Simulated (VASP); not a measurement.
Here is a VASP 6.6.1 calculation.

The input INCAR:

```
SYSTEM = Cu
PREC     = Accurate       ! precision mode
ENCUT    = 520            ! plane-wave cutoff, eV
EDIFF    = 1E-7           ! SCF threshold, eV
ISMEAR   = -1             ! smearing method
SIGMA    = 0.1            ! smearing width, eV
LREAL    = .False.        ! projectors in reciprocal space
LASPH    = .True.         ! aspherical terms in the spheres
NELM     = 80             ! most SCF steps
ALGO     = Normal         ! electronic algorithm
ISIF     = 2              ! what is computed and relaxed
LWAVE    = .False.        ! write WAVECAR
LCHARG   = .False.        ! write CHGCAR
GGA      = RE             ! functional
NBANDS   = 18             ! bands
```

The input KPOINTS:

```
Automatic mesh
0
Gamma
  11 11 11
  0 0 0
```

Contents of POSCAR:

```
Cu
1.0
    0.0000000000      2.5960420049      2.5960420049
    2.5960420049      0.0000000000      2.5960420049
    2.5960420049      2.5960420049      0.0000000000
Cu
2
Direct
    0.1250000000      0.1250000000      0.1250000000
    0.8750000000      0.8750000000      0.8750000000
```

Potentials or basis: VASP PAW PBE potentials, release 64 (Cu).

Command:

```console
$ cat potpaw_PBE.64/Cu/POTCAR > POTCAR
$ mpirun -np 1 vasp_std > vasp.out
```

Question: Estimate the band gap on the k mesh.

Answer: Zero (band 11 reaches 4.09 eV, above the bottom of band 12 at 3.34 eV).

Question: What does it give for the pressure?

Answer: 8.7 GPa.

Caveat: the PAW data sets were made with another functional, which shifts forces and pressure a little.
